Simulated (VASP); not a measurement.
# Pd (I4_1/amd) in VASP: further runs, part 2 of 2

VASP 6.6.1.

## 3. Single point, PBE

This run uses another cell than the first one, of 12.68 Å³/atom.

INCAR reads:

```
SYSTEM = Pd
PREC = Accurate ; ENCUT = 520
EDIFF = 1E-6 ; ISMEAR = -1
SIGMA = 0.05 ; LREAL = .FALSE.
LASPH = .TRUE. ; NELM = 100
ALGO = Normal ; ISIF = 2
LWAVE = .FALSE. ; LCHARG = .FALSE.
GGA = PE ; NBANDS = 17
```

KPOINTS reads:

```
regular mesh
0
G
  16 16 16
  0 0 0
```

POSCAR reads:

```
Pd
1.0
   -2.2771968477      2.2771968477      1.2222295844
    2.2771968477     -2.2771968477      1.2222295844
    2.2771968477      2.2771968477     -1.2222295844
Pd
2
Direct
   -0.3750000000     -0.1250000000     -0.2500000000
    0.3750000000      0.1250000000      0.2500000000
```

Potentials or basis: VASP PAW PBE potentials, release 64 (Pd).

Started as:

```
cat potpaw_PBE.64/Pd/POTCAR > POTCAR
mpirun -np 1 vasp_std > vasp.out
```

OUTCAR:

```text
SYSTEM = Pd
   PREC = Accurate
   ENCUT = 520
   EDIFF = 1E-6
   ISMEAR = -1
   LREAL = .FALSE.
   LASPH = .TRUE.
   NELM = 100
   ISIF = 2
   GGA = PE

 ion  position               nearest neighbor table
   1  0.625  0.875  0.750-   2 2.36   2 2.36   2 2.36   2 2.36   2 2.92   2 2.92   2 2.92   2 2.92

   2  0.375  0.125  0.250-   1 2.36   1 2.36   1 2.36   1 2.36   1 2.92   1 2.92   1 2.92   1 2.92

  LATTYP: Found a body centered tetragonal cell.
 ALAT       =     4.5543936954
 C/A-ratio  =     0.5367254858

  Lattice vectors:

 A1 = (  -2.2771968477,   2.2771968477,   1.2222295844)
 A2 = (   2.2771968477,  -2.2771968477,   1.2222295844)
 A3 = (   2.2771968477,   2.2771968477,  -1.2222295844)

Analysis of symmetry for initial positions (statically):
=====================================================================
 Subroutine PRICEL returns:
 Original cell was already a primitive cell.

 Routine SETGRP: Setting up the symmetry group for a
 body centered tetragonal supercell.

 Subroutine GETGRP returns: Found 16 space group operations
[... 163 lines left out ...]
  free energy    TOTEN  =        -8.14089662 eV

  energy without entropy =       -8.12699189  energy(sigma->0) =       -8.13394425

 E-fermi :  12.8863     XC(G=0): -14.0708

 val. band max:       12.8814371663   @ k =  -0.4375   0.5000   0.2500
 cond. band min:      12.8883054446   @ k =   0.5000   0.4375   0.0000
 fundamental gap:      0.0068682783
 Fermi energy:        12.8862827890

 k-point     1 :       0.0000    0.0000    0.0000
  band No.  band energies     occupation
      1       4.3530      2.00000
      2       5.3758      2.00000
      3       6.3550      2.00000
      4       7.1103      2.00000
      5       7.5197      2.00000
      6      11.1717      2.00000
[... 457 lines left out ...]
      4       7.0918      2.00000
      5       7.5008      2.00000
      6      11.1641      2.00000
[... 9 lines left out ...]
     16      31.5599      0.00000
     17      31.6227      0.00000

 [... further k-points ...]

------------------------ aborting loop because EDIFF is reached ----------------------------------------

  FORCE on cell =-STRESS in cart. coord.  units (eV):
  Direction    XX          YY          ZZ          XY          YZ          ZX
  --------------------------------------------------------------------------------------
  -------------------------------------------------------------------------------------
  Total       13.1426193     13.1426193     13.2865777      0.0000000      0.0000000      0.0000000
  in kB      830.5744725    830.5744725    839.6722154      0.0000000      0.0000000      0.0000000
  external PRESSURE =     833.6070535 kB  Pullay stress =       0.0000000 kB

 VOLUME and BASIS-vectors are now :
 -----------------------------------------------------------------------------
  energy-cutoff  :      520.00
  volume of cell :       25.35
      direct lattice vectors                 reciprocal lattice vectors
    -2.277196848  2.277196848  1.222229584     0.000000000  0.219568194  0.409088445
     2.277196848 -2.277196848  1.222229584     0.219568194  0.000000000  0.409088445
     2.277196848  2.277196848 -1.222229584     0.219568194  0.219568194  0.000000000

 POSITION                                       TOTAL-FORCE (eV/Angst)
 -----------------------------------------------------------------------------------
      2.27720      1.13860      0.91667        -0.000000      0.000000      0.000000
      0.00000      1.13860      0.30556         0.000000     -0.000000     -0.000000
 -----------------------------------------------------------------------------------
    total drift:                                0.000000      0.000000     -0.000000

  FREE ENERGIE OF THE ION-ELECTRON SYSTEM (eV)
  ---------------------------------------------------
  free  energy   TOTEN  =        -8.1408966153 eV

  energy  without entropy=       -8.1269918906  energy(sigma->0) =       -8.13394425
```

OSZICAR:

```text
N       E                     dE             d eps       ncg     rms          rms(c)
DAV:   1     0.112924562436E+03    0.11292E+03   -0.10612E+04 11874   0.118E+03
DAV:   2    -0.677765811175E+01   -0.11970E+03   -0.11349E+03 12490   0.267E+02
DAV:   3    -0.861996763511E+01   -0.18423E+01   -0.18344E+01 14789   0.368E+01
DAV:   4    -0.863127086378E+01   -0.11303E-01   -0.11302E-01 14627   0.273E+00
DAV:   5    -0.863142994430E+01   -0.15908E-03   -0.15908E-03 14428   0.335E-01    0.190E+01
DAV:   6    -0.821479536934E+01    0.41663E+00   -0.58392E-01 13173   0.798E+00    0.103E+01
DAV:   7    -0.814839516681E+01    0.66400E-01   -0.43816E-02 15521   0.211E+00    0.310E+00
DAV:   8    -0.814089683644E+01    0.74983E-02   -0.92031E-03 13154   0.903E-01    0.148E-01
DAV:   9    -0.814088477406E+01    0.12062E-04   -0.77833E-05 14209   0.788E-02    0.214E-02
DAV:  10    -0.814089624538E+01   -0.11471E-04   -0.51019E-06 14618   0.166E-02    0.554E-03
DAV:  11    -0.814089661530E+01   -0.36992E-06   -0.16774E-07  7604   0.403E-03
   1 F= -.81408966E+01 E0= -.81339443E+01  d E =-.139047E-01
```

Wall time 2.2 min (1 thread of AMD EPYC 7R43 (Zen 3), shared host); peak memory 0.21 GiB.

What came out:

| Quantity | Value |
| --- | --- |
| Free energy | -8.1409 eV |
| Pressure | 83.4 GPa |
| Band gap on the k mesh | zero (bands 10 and 11 overlap by 1.82 eV) |

Stress tensor (GPa, compression positive):
```
83.06  0.00  0.00
 0.00 83.06  0.00
 0.00  0.00 83.97
```

Caveat: the cell stands under pressure.

## 4. Single point, PBE (12.68 Å³/atom)

This run uses another cell than the first one, of 12.68 Å³/atom.

INCAR reads:

```
  PREC = Accurate
  ENCUT = 520
  EDIFF = 1E-7
  ISMEAR = -1
  SIGMA = 0.05
  LREAL = F
  LASPH = T
  NELM = 80
  ALGO = Normal
  ISIF = 2
  LWAVE = F
  LCHARG = F
  GGA = PE
  NBANDS = 17
```

KPOINTS reads:

```
Automatic mesh
0
Gamma
  16 16 16
```

POSCAR is that of step 3.

Started as:

```
cat potpaw_PBE.64/Pd/POTCAR > POTCAR
mpirun -np 1 vasp_std > vasp.out
```

Wall time 2.3 min (1 thread of AMD EPYC 7R43 (Zen 3), shared host); peak memory 0.22 GiB.

It converged, with:

```yaml
Free_energy: -8.1409 eV
Pressure: 83.4 GPa
Band_gap_on_the_k_mesh: zero (bands 10 and 11 overlap by 1.82 eV)
```

Stress tensor (GPa, compression positive):
```
83.07  0.00  0.00
 0.00 83.07  0.00
 0.00  0.00 83.96
```

Levels at points of the mesh, in eV from the Fermi level:
| k point | band 8 | band 9 | band 10 | band 11 | band 12 | band 13 |
| --- | --- | --- | --- | --- | --- | --- |
| (0.00, 0.00, 0.00) | -1.66 | -1.66 | 0.15 | 1.37 | 6.80 | 6.80 |
| (0.50, 0.00, 0.00) | -1.39 | -0.38 | -0.26 | 2.92 | 7.19 | 9.21 |
| (0.50, 0.50, 0.00) | -1.87 | -0.85 | -0.85 | -0.36 | -0.36 | 13.95 |
| (0.50, 0.50, 0.50) | -1.45 | -1.37 | -1.37 | -0.41 | -0.41 | 7.38 |

Caveat: the cell stands under pressure.
